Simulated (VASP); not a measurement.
# HfC (Fm-3m) in VASP: single point with PBE+D4

Aim: the single point of HfC with PBE+D4.

Everything below comes from runs of VASP 6.6.1. Logs are shortened: lines on timing, memory, paths and dates and some standing lists are left out, and cuts for length are marked.

### 1 The cell of the first run

Symmetry: Fm-3m, No. 225, cubic system. The conventional cell has a = 4.650 Å, b = 4.650 Å, c = 4.650 Å, α = 90.00°, β = 90.00°, γ = 90.00°. Hf (site symmetry m-3m) has 6 C at 2.33 Å within 3.1 Å. C (site symmetry m-3m) has 6 Hf at 2.33 Å within 3.1 Å.

### 2 Single point, PBE+D4

INCAR reads:

```
SYSTEM = HfC
ALGO = Normal
EDIFF = 1E-6
ENCUT = 600
GGA = PE
GGA_COMPAT = .False.
ISIF = 2
ISMEAR = -1
IVDW = 13
LASPH = .True.
LCHARG = .True.
LELF = .True.
LREAL = .False.
LVHAR = .True.
LWAVE = .False.
NBANDS = 14
NELM = 120
PREC = Accurate
SIGMA = 0.1
```

KPOINTS reads:

```
k-points
0
Gamma
  10 10 10
  0 0 0
```

POSCAR reads:

```
HfC
1.0
    0.0000000000      2.3250000000      2.3250000000
    2.3250000000      0.0000000000      2.3250000000
    2.3250000000      2.3250000000      0.0000000000
Hf C
1 1
Direct
    0.5000000000      0.5000000000      0.5000000000
    0.0000000000      0.0000000000      0.0000000000
```

Potentials or basis: VASP PAW PBE potentials, release 64 (Hf_pv, C).

Run with:

```sh
$ cat potpaw_PBE.64/Hf_pv/POTCAR potpaw_PBE.64/C/POTCAR > POTCAR
$ mpirun -np 1 vasp_std > vasp.out
```

OUTCAR:

```text
SYSTEM = HfC
   EDIFF = 1E-6
   ENCUT = 600
   GGA = PE
   ISIF = 2
   ISMEAR = -1
   IVDW = 13
   LASPH = .True.
   LREAL = .False.
   NELM = 120
   PREC = Accurate

 ion  position               nearest neighbor table
   1  0.500  0.500  0.500-   2 2.33   2 2.33   2 2.33   2 2.33   2 2.33   2 2.33
   2  0.000  0.000  0.000-   1 2.33   1 2.33   1 2.33   1 2.33   1 2.33   1 2.33

  LATTYP: Found a face centered cubic cell.
 ALAT       =     4.6500000000

  Lattice vectors:

 A1 = (   0.0000000000,   2.3250000000,   2.3250000000)
 A2 = (   2.3250000000,   0.0000000000,   2.3250000000)
 A3 = (   2.3250000000,   2.3250000000,   0.0000000000)

Analysis of symmetry for initial positions (statically):
=====================================================================
 Subroutine PRICEL returns:
 Original cell was already a primitive cell.

 Routine SETGRP: Setting up the symmetry group for a
 face centered cubic supercell.

 Subroutine GETGRP returns: Found 48 space group operations
 (whereof 48 operations were pure point group operations)
 out of a pool of 48 trial point group operations.

The static configuration has the point symmetry O_h .

Analysis of symmetry for dynamics (positions and initial velocities):
=====================================================================
 Subroutine PRICEL returns:
 Original cell was already a primitive cell.

 Routine SETGRP: Setting up the symmetry group for a
 face centered cubic supercell.

 Subroutine GETGRP returns: Found 48 space group operations
 (whereof 48 operations were pure point group operations)
 out of a pool of 48 trial point group operations.

The dynamic configuration has the point symmetry O_h .

 Subroutine INISYM returns: Found 48 space group operations
 (whereof 48 operations are pure point group operations),
 and found     1 'primitive' translations

----------------------------------------------------------------------------------------

                                     Primitive cell

  volume of cell :      25.1362

  direct lattice vectors                    reciprocal lattice vectors
     0.000000000  2.325000000  2.325000000    -0.215053763  0.215053763  0.215053763
     2.325000000  0.000000000  2.325000000     0.215053763 -0.215053763  0.215053763
     2.325000000  2.325000000  0.000000000     0.215053763  0.215053763 -0.215053763

  length of vectors
     3.288046533  3.288046533  3.288046533     0.372484045  0.372484045  0.372484045

  position of ions in fractional coordinates (direct lattice)
     0.500000000  0.500000000  0.500000000
     0.000000000  0.000000000  0.000000000

  ion indices of the primitive-cell ions
[... 88 lines left out ...]
   EMIN   =  10.00;   EMAX   =-10.00  energy-range for DOS
   EFERMI =   0.00;   METHOD = LEGACY
   ISMEAR =    -1;   SIGMA  =   0.10  broadening in eV -4-tet -1-fermi 0-gaus
   EFERMI_NEDOS =   21; number of points for ismear=-14 and -15
   IALGO  =     38    algorithm
   IMIX   =      4    mixing-type and parameters
     AMIX     =   0.40;   BMIX     =  1.00
     AMIX_MAG =   1.60;   BMIX_MAG =  1.00
  volume/ion in A,a.u.               =      12.57        84.81
  Fermi-wavevector in a.u.,A,eV,Ry     =   1.346949  2.545365 24.684672  1.814272
  Thomas-Fermi vector in A             =   2.474740
   LORBIT       =      0    0 simple, 1 ext, 2 COOP (PROOUT), +10 PAW based schemes
   GGA     = PE    functional components
   LHFCALC =     F    Hartree Fock is set to
   AEXX    =    0.0000 exact exchange contribution
   IVDW    =    13    specifies the selected vdW correction
   LEPSILON=     F    determine dielectric tensor
   LRPA    =     F    only Hartree local field effects (RPA)
 non-spin polarized calculation
  energy-cutoff  :      600.00
  volume of cell :       25.14
 maximum number of plane-waves:       869
 NGX is ok and might be reduce to    28
   NGX = 13   NGY = 13   NGZ = 13

 number of electron      14.0000000 magnetization

 Free energy of the ion-electron system (eV)
  ---------------------------------------------------
  ext. energy  EPLUGINS =         0.00000000
  ---------------------------------------------------
  free energy    TOTEN  =       -21.04950196 eV

  energy without entropy =      -21.03885519  energy(sigma->0) =      -21.04417857

 E-fermi :   5.9551     XC(G=0): -12.2853

 val. band max:        5.9299692467   @ k =   0.2000   0.2000   0.0000
 cond. band min:       5.9662811716   @ k =   0.1000   0.0000   0.0000
 fundamental gap:      0.0363119250
 Fermi energy:         5.9550949196

 k-point     1 :       0.0000    0.0000    0.0000
  band No.  band energies     occupation
      1     -23.6186      2.00000
      2     -23.6186      2.00000
      3     -23.6186      2.00000
      4      -6.3572      2.00000
      5       6.9516      0.00009
      6       6.9516      0.00009
      7       6.9516      0.00009
      8       7.3446      0.00000
      9       7.3446      0.00000
     10       7.3446      0.00000
     11       9.3438      0.00000
     12       9.3438      0.00000
     13      12.7800      0.00000
     14      16.9541      0.00000
[... 377 lines left out ...]
      1     -24.1085      2.00000
      2     -23.8157      2.00000
      3     -23.7951      2.00000
      4      -4.2732      2.00000
      5       2.2368      2.00000
      6       4.1528      2.00000
      7       5.2407      1.99842
      8       6.1651      0.21828
      9      11.3173      0.00000
     10      12.3359      0.00000
     11      12.4648      0.00000
     12      14.2271      0.00000
     13      17.5386      0.00000
     14      18.6118      0.00000

 [... further k-points ...]

------------------------ aborting loop because EDIFF is reached ----------------------------------------

  DFT-D4 for vdW energy calculation

  Edisp (eV):   -0.49958

  FORCE on cell =-STRESS in cart. coord.  units (eV):
  Direction    XX          YY          ZZ          XY          YZ          ZX
  --------------------------------------------------------------------------------------
  -------------------------------------------------------------------------------------
  Total      -0.63234    -0.63234    -0.63234     0.00000     0.00000     0.00000
  in kB     -40.30533   -40.30533   -40.30533     0.00000     0.00000     0.00000
  external pressure =      -40.31 kB  Pullay stress =        0.00 kB

 VOLUME and BASIS-vectors are now :
 -----------------------------------------------------------------------------
  energy-cutoff  :      600.00
  volume of cell :       25.14
      direct lattice vectors                 reciprocal lattice vectors
     0.000000000  2.325000000  2.325000000    -0.215053763  0.215053763  0.215053763
     2.325000000  0.000000000  2.325000000     0.215053763 -0.215053763  0.215053763
     2.325000000  2.325000000  0.000000000     0.215053763  0.215053763 -0.215053763

 POSITION                                       TOTAL-FORCE (eV/Angst)
 -----------------------------------------------------------------------------------
      2.32500      2.32500      2.32500         0.000000      0.000000      0.000000
      0.00000      0.00000      0.00000         0.000000     -0.000000     -0.000000
 -----------------------------------------------------------------------------------
    total drift:                                0.000000      0.000000      0.000000

  FREE ENERGIE OF THE ION-ELECTRON SYSTEM (eV)
  ---------------------------------------------------
  free  energy   TOTEN  =       -21.5490859781 eV

  energy  without entropy=      -21.5384392084  energy(sigma->0) =      -21.54376259
```

stdout:

```text
POSCAR found type information on POSCAR HfC
 POSCAR found :  2 types and       2 ions
 scaLAPACK will be used
 LDA part: xc-table for (Slater+PW92), standard interpolation
 POSCAR, INCAR and KPOINTS ok, starting setup
 FFT: planning ... GRIDC
 FFT: planning ... GRID_SOFT
 FFT: planning ... GRID
 WAVECAR not read
 entering main loop
```

Run time: 32 s. Hardware: 1 thread of Intel Xeon Platinum 8259CL at 2.50GHz (Skylake/Cascade Lake), shared host; peak memory 0.17 GiB.

What came out:

```yaml
Free_energy: -21.5491 eV
Pressure: -4.0 GPa
Band_gap_on_the_k_mesh: zero (bands 7 and 8 overlap by 1.41 eV)
Dispersion_energy_per_atom: -0.250 eV
```

Levels at points of the mesh, in eV from the Fermi level:
```tsv
k point	band 5	band 6	band 7	band 8	band 9	band 10
(0.00, 0.00, 0.00)	1.00	1.00	1.00	1.39	1.39	1.39
(0.50, 0.00, 0.00)	-6.14	-2.98	-2.98	5.31	5.31	5.78
(0.50, 0.50, 0.00)	-2.59	-1.77	-0.10	-0.10	5.31	6.73
```

Caveat: the cell stands under tension; spin-orbit coupling is left out, which moves the levels of the heavy elements.
